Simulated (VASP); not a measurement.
Crystal: Si.

```
CELL_PARAMETERS angstrom
-0.02681 -0.00384 2.46722
2.71439 -4.61123 -0.02156
2.49050 4.48188 -0.03578
ATOMIC_POSITIONS crystal
Si 0.50140 0.24648 0.23555
Si 0.50822 0.23521 0.75099
Si 0.45787 0.76116 0.24856
Si 0.53252 0.75715 0.76489
```

```yaml
Program: VASP 6.6.1
Task: relaxation of cell and atoms
Functional: PBE
Potentials_or_basis: VASP PAW PBE potentials, release 64 (Si)
Cutoff: 600 eV
k_mesh: 8 × 6 × 6
Occupations: gaussian, width 0.2 eV
Spin: no spin polarisation
```

At the start: pressure 4.7 GPa; volume 14.59 Å³/atom.

Question: How do energy, volume and symmetry change on relaxing?

Answer: Over 14 steps the energy falls by 29.1 meV/atom and the volume is 15.06 Å³/atom (+3.3 %); space group Cmmm (No. 65, to 0.05 Å).

Step by step:
```
step  energy change (eV)  largest force (eV/Å)  pressure (GPa)  volume (Å³)
   1              0.0000                0.6478            4.68        58.34
   2             -0.0640                0.2502           -2.71        62.01
   3             -0.0679                0.3027           -1.42        61.25
   4             -0.0905                0.2286           -0.72        60.69
   5             -0.1010                0.1794            0.39        60.02
   6             -0.1074                0.1338            0.02        60.20
   7             -0.1087                0.1197           -0.18        60.32
   8             -0.1118                0.0989            0.04        60.20
   9             -0.1136                0.0700            0.38        60.03
  10             -0.1155                0.0552            0.01        60.23
  11             -0.1157                0.0529           -0.16        60.33
  12             -0.1161                0.0391           -0.01        60.24
  13             -0.1162                0.0237            0.16        60.14
  14             -0.1164                0.0183           -0.05        60.25
```

Final structure:
```yaml
crystal:
  lattice:
    - [0.00142, 0.00020, 2.50459]
    - [2.70602, -4.68846, 0.00065]
    - [2.49629, 4.56514, -0.00028]
  atoms:
    - { symbol: Si, position: [0.50033, 0.24984, 0.25016] }
    - { symbol: Si, position: [0.49990, 0.24991, 0.74930] }
    - { symbol: Si, position: [0.49919, 0.74870, 0.24967] }
    - { symbol: Si, position: [0.50058, 0.75155, 0.75087] }
```
